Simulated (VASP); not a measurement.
# Ag (R3m) in VASP: relaxation of cell and atoms with PBE

Aim: the relaxation of cell and atoms of Ag with PBE.

All numbers are computed with VASP 6.6.1; they aren't measurements. Logs are shortened: lines on timing, memory, paths and dates and some standing lists are left out, and cuts for length are marked.

**1. The cell of the first run**

Symmetry: R3m, No. 160, trigonal system. Conventional cell: a = 7.331 Å, b = 7.331 Å, c = 7.235 Å, α = 90.00°, β = 90.00°, γ = 120.00°. Within 3.5 Å of Ag (site symmetry 3m) lie 4 Ag at 2.65 to 2.82 Å. Within 3.5 Å of Ag (site symmetry m) lie 9 Ag at 2.62 to 3.32 Å. Within 3.5 Å of Ag (site symmetry 3m) lie 7 Ag at 2.62 to 2.78 Å.

**2. Relaxation of cell and atoms, PBE**

INCAR

```
SYSTEM = Ag
ALGO = Normal
EDIFF = 1E-6
EDIFFG = -0.01
ENCUT = 600
GGA = PE
IBRION = 2
ISIF = 3
ISMEAR = 0
LASPH = .True.
LCHARG = .False.
LREAL = .False.
LWAVE = .False.
NELM = 100
NSW = 100
PREC = Accurate
SIGMA = 0.1
```

KPOINTS

```
k-points
0
Gamma
  9 9 9
  0 0 0
```

POSCAR

```
Ag
1.0
    3.6653845581      2.1162107613      2.4116062107
   -3.6653845581      2.1162107613      2.4116062107
    0.0000000000     -4.2324215226      2.4116062107
Ag
5
Direct
    0.1398042452      0.1398042452      0.1398042452
    0.2055534101      0.5866023623      0.5866023623
    0.5866023623      0.5866023623      0.2055534101
    0.5866023623      0.2055534101      0.5866023623
    0.7731042866      0.7731042866      0.7731042866
```

Potentials or basis: VASP PAW PBE potentials, release 64 (Ag).

Command:

```sh
$ cat potpaw_PBE.64/Ag/POTCAR > POTCAR
$ mpirun -np 1 vasp_std > vasp.out
```

OUTCAR:

```text
SYSTEM = Ag
   EDIFF = 1E-6
   EDIFFG = -0.01
   ENCUT = 600
   GGA = PE
   IBRION = 2
   ISIF = 3
   ISMEAR = 0
   LASPH = .True.
   LREAL = .False.
   NELM = 100
   NSW = 100
   PREC = Accurate

 ion  position               nearest neighbor table
   1  0.140  0.140  0.140-   5 2.65   3 2.82   4 2.82   2 2.82
   2  0.206  0.587  0.587-   5 2.62   5 2.78   3 2.79   4 2.79   1 2.82   4 3.32   4 3.32   3 3.32
                             3 3.32
   3  0.587  0.587  0.206-   5 2.62   5 2.78   4 2.79   2 2.79   1 2.82   2 3.32   4 3.32   4 3.32
                             2 3.32
   4  0.587  0.206  0.587-   5 2.62   5 2.78   3 2.79   2 2.79   1 2.82   2 3.32   2 3.32   3 3.32
                             3 3.32
   5  0.773  0.773  0.773-   3 2.62   2 2.62   4 2.62   1 2.65   3 2.78   4 2.78   2 2.78

  LATTYP: Found a trigonal (rhomboedric) cell.
 ALAT       =     4.8712664124
 COS(alpha) =    -0.1323620953

  Lattice vectors:

 A1 = (   3.6653845581,   2.1162107613,   2.4116062107)
 A2 = (  -3.6653845581,   2.1162107613,   2.4116062107)
 A3 = (   0.0000000000,  -4.2324215226,   2.4116062107)

Analysis of symmetry for initial positions (statically):
=====================================================================
 Subroutine PRICEL returns:
 Original cell was already a primitive cell.

 Routine SETGRP: Setting up the symmetry group for a
 trigonal (rhombohedral) supercell.

 Subroutine GETGRP returns: Found  6 space group operations
 (whereof  6 operations were pure point group operations)
 out of a pool of 12 trial point group operations.

The static configuration has the point symmetry C_3v.

Analysis of symmetry for dynamics (positions and initial velocities):
=====================================================================
 Subroutine PRICEL returns:
 Original cell was already a primitive cell.

 Routine SETGRP: Setting up the symmetry group for a
 trigonal (rhombohedral) supercell.

 Subroutine GETGRP returns: Found  6 space group operations
 (whereof  6 operations were pure point group operations)
 out of a pool of 12 trial point group operations.

The dynamic configuration has the point symmetry C_3v.

 Subroutine INISYM returns: Found  6 space group operations
 (whereof  6 operations are pure point group operations),
 and found     1 'primitive' translations

----------------------------------------------------------------------------------------

                                     Primitive cell

  volume of cell :     112.2370

  direct lattice vectors                    reciprocal lattice vectors
     3.665384558  2.116210761  2.411606211     0.136411335  0.078757121  0.138220466
    -3.665384558  2.116210761  2.411606211    -0.136411335  0.078757121  0.138220466
     0.000000000 -4.232421523  2.411606211     0.000000000 -0.157514242  0.138220466

  length of vectors
     4.871266412  4.871266412  4.871266412     0.209560572  0.209560572  0.209560572

  position of ions in fractional coordinates (direct lattice)
     0.139804245  0.139804245  0.139804245
     0.205553410  0.586602362  0.586602362
     0.586602362  0.586602362  0.205553410
     0.586602362  0.205553410  0.586602362
     0.773104287  0.773104287  0.773104287

  ion indices of the primitive-cell ions
   primitive index   ion index
                 1           1
                 2           2
                 3           3
                 4           4
                 5           5

----------------------------------------------------------------------------------------

 KPOINTS: k-points

Automatic generation of k-mesh.
 Grid dimensions read from file:
 generate k-points for:    9    9    9

 Generating k-lattice:

  Cartesian coordinates                     Fractional coordinates (reciprocal lattice)
     0.015156815  0.008750791  0.015357830     0.111111111  0.000000000  0.000000000
    -0.015156815  0.008750791  0.015357830     0.000000000  0.111111111  0.000000000
     0.000000000 -0.017501582  0.015357830     0.000000000  0.000000000  0.111111111

  Length of vectors
     0.023284508  0.023284508  0.023284508

  Shift w.r.t. Gamma in fractional coordinates (k-lattice)
     0.000000000  0.000000000  0.000000000

 Subroutine IBZKPT returns following result:
 ===========================================

 Found     85 irreducible k-points:

 Following reciprocal coordinates:
            Coordinates               Weight
  0.000000  0.000000  0.000000      1.000000
  0.111111 -0.000000  0.000000      6.000000
  0.222222  0.000000  0.000000      6.000000
  0.333333 -0.000000  0.000000      6.000000
  0.444444  0.000000  0.000000      6.000000
  0.111111  0.111111  0.000000      6.000000
[... 16 lines left out ...]
 -0.333333  0.333333  0.000000      6.000000
  0.444444  0.444444  0.000000      6.000000
 [... further k-points ...]
   k-points           NKPTS =     85   k-points in BZ     NKDIM =     85   number of bands    NBANDS=     33
   number of dos      NEDOS =    301   number of ions     NIONS =      5
   total plane-waves  NPLWV =  64000
   dimension x,y,z NGX =    40 NGY =   40 NGZ =   40
   dimension x,y,z NGXF=    80 NGYF=   80 NGZF=   80
   ions per type =               5
   NGX,Y,Z   is equivalent  to a cutoff of  13.65, 13.65, 13.65 a.u.
   NGXF,Y,Z  is equivalent  to a cutoff of  27.30, 27.30, 27.30 a.u.
 SYSTEM =  Ag
   PREC   = accura    normal or accurate (medium, high low for compatibility)
   ISTART =      0    job   : 0-new  1-cont  2-samecut
   ICHARG =      2    charge: 1-file 2-atom 10-const
   ISPIN  =      1    spin polarized calculation?
   LNONCOLLINEAR =      F non collinear calculations
   LSORBIT =      F    spin-orbit coupling
   LASPH  =      T    aspherical Exc in radial PAW
   ENCUT  =  600.0 eV  44.10 Ry    6.64 a.u.   9.73  9.73  9.73*2*pi/ulx,y,z
   NELM   =    100;   NELMIN=  2; NELMDL= -5     # of ELM steps
   EDIFF  = 0.1E-05   stopping-criterion for ELM
   LREAL  =      F    real-space projection
   EDIFFG = -.1E-01   stopping-criterion for IOM
   NSW    =    100    number of steps for IOM
   IBRION =      2    ionic relax: 0-MD 1-quasi-New 2-CG
   NFREE  =      1    steps in history (QN), initial steepest desc. (CG)
   ISIF   =      3    stress and relaxation
   ISYM   =      2    0-nonsym 1-usesym 2-fastsym
   POTIM  = 0.5000    time-step for ionic-motion
   TEBEG  =    0.0;   TEEND  =   0.0 temperature during run
   PSTRESS=    0.0 pullay stress
   NELECT =      55.0000    total number of electrons
   NUPDOWN=      -1.0000    fix difference up-down
   EMIN   =  10.00;   EMAX   =-10.00  energy-range for DOS
   EFERMI =   0.00;   METHOD = LEGACY
   ISMEAR =     0;   SIGMA  =   0.10  broadening in eV -4-tet -1-fermi 0-gaus
   EFERMI_NEDOS =   21; number of points for ismear=-14 and -15
   IALGO  =     38    algorithm
   IMIX   =      4    mixing-type and parameters
     AMIX     =   0.40;   BMIX     =  1.00
     AMIX_MAG =   1.60;   BMIX_MAG =  1.00
  volume/ion in A,a.u.               =      22.45       151.48
  Fermi-wavevector in a.u.,A,eV,Ry     =   1.290675  2.439023 22.665169  1.665843
  Thomas-Fermi vector in A             =   2.422492
   LORBIT       =      0    0 simple, 1 ext, 2 COOP (PROOUT), +10 PAW based schemes
   GGA     = PE    functional components
   LHFCALC =     F    Hartree Fock is set to
   AEXX    =    0.0000 exact exchange contribution
   IVDW    =     0    specifies the selected vdW correction
   LEPSILON=     F    determine dielectric tensor
   LRPA    =     F    only Hartree local field effects (RPA)
 conjugate gradient relaxation of ions
 non-spin polarized calculation
 Gauss-broadening in eV      SIGMA  =   0.10
  energy-cutoff  :      600.00
  volume of cell :      112.24
 maximum number of plane-waves:      3787
   NGX = 19   NGY = 19   NGZ = 19

--------------------------------------- Ionic step        1  -------------------------------------------

 number of electron      54.9999994 magnetization

 Free energy of the ion-electron system (eV)
  ---------------------------------------------------
  ext. energy  EPLUGINS =         0.00000000
  ---------------------------------------------------
  free energy    TOTEN  =       -11.59319386 eV

  energy without entropy =      -11.58515945  energy(sigma->0) =      -11.58917665

------------------------ aborting loop because EDIFF is reached ----------------------------------------

  FORCE on cell =-STRESS in cart. coord.  units (eV):
  Direction    XX          YY          ZZ          XY          YZ          ZX
  --------------------------------------------------------------------------------------
  -------------------------------------------------------------------------------------
  Total        0.3043870      0.3043870     -0.3996383      0.0000000     -0.0000000      0.0000000
  in kB        4.3451083      4.3451083     -5.7048156      0.0000000     -0.0000000      0.0000000
  external PRESSURE =       0.9951337 kB  Pullay stress =       0.0000000 kB
[... 180 lines left out ...]
  energy  without entropy=      -11.5898711778  energy(sigma->0) =      -11.59343678

--------------------------------------- Ionic step        6  -------------------------------------------

 number of electron      54.9999999 magnetization

 Free energy of the ion-electron system (eV)
  ---------------------------------------------------
  ext. energy  EPLUGINS =         0.00000000
  ---------------------------------------------------
  free energy    TOTEN  =       -11.59702083 eV

  energy without entropy =      -11.58988695  energy(sigma->0) =      -11.59345389

 E-fermi :   5.2005     XC(G=0): -10.4676

 val. band max:        5.1941205245   @ k =  -0.3333   0.3333   0.3333
 cond. band min:       5.2043539869   @ k =  -0.1111   0.1111   0.1111
 fundamental gap:      0.0102334625
 Fermi energy:         5.2004688257

 k-point     1 :       0.0000    0.0000    0.0000
  band No.  band energies     occupation
      1      -1.3573      2.00000
      2      -0.1470      2.00000
      3      -0.0729      2.00000
      4      -0.0729      2.00000
      5       0.0628      2.00000
      6       0.0628      2.00000
[... 853 lines left out ...]
     32      10.1639      0.00000
     33      10.8312      0.00000

 [... further k-points ...]
[... 5 lines left out ...]
  --------------------------------------------------------------------------------------
  -------------------------------------------------------------------------------------
  Total       -0.0178512     -0.0178512     -0.0421875      0.0000000      0.0000000      0.0000000
  in kB       -0.2540173     -0.2540173     -0.6003174      0.0000000      0.0000000      0.0000000
  external PRESSURE =      -0.3694507 kB  Pullay stress =       0.0000000 kB
[... 20 lines left out ...]
  FREE ENERGIE OF THE ION-ELECTRON SYSTEM (eV)
  ---------------------------------------------------
  free  energy   TOTEN  =       -11.5970208280 eV

  energy  without entropy=      -11.5898869547  energy(sigma->0) =      -11.59345389

 reached required accuracy - stopping structural energy minimisation
```

It took 9 min on 1 thread of Intel Xeon 6975P-C (Granite Rapids), shared host; peak memory 0.44 GiB.

What came out:

* Free energy: -11.5970 eV
* Relaxed volume: 22.52 Å³/atom
* Relaxed cell: a = 4.883 Å, b = 4.883 Å, c = 4.883 Å, α = 98.07°, β = 98.07°, γ = 98.07°
* Space group after relaxing (to 0.05 Å): R3m (No. 160)
* Energy gained by relaxing: 0.8 meV/atom
* Ionic steps: 6
* Pressure after relaxing: 0.0 GPa
* Largest force after relaxing: 0.005 eV/Å

Forces in eV/Å, atoms in the order of the input:
```
Ag   0.000  0.000 -0.002
Ag   0.005  0.003  0.001
Ag   0.000 -0.005  0.001
Ag  -0.005  0.003  0.001
Ag   0.000  0.000 -0.001
```

The path:
```csv
step,energy change (eV),largest force (eV/Å),pressure (GPa),volume (Å³)
1,0.0000,0.0268,0.10,112.24
2,-0.0025,0.0373,0.00,112.46
3,-0.0033,0.0505,-0.06,112.67
4,-0.0037,0.0215,0.02,112.53
5,-0.0038,0.0130,0.06,112.43
6,-0.0038,0.0055,-0.04,112.59
```

Final structure:
```
CELL_PARAMETERS angstrom
3.68693 2.12865 2.39107
-3.68693 2.12865 2.39107
0.00000 -4.25730 2.39107
ATOMIC_POSITIONS crystal
Ag 0.14062 0.14062 0.14062
Ag 0.20457 0.58724 0.58724
Ag 0.58724 0.58724 0.20457
Ag 0.58724 0.20457 0.58724
Ag 0.77200 0.77200 0.77200
```
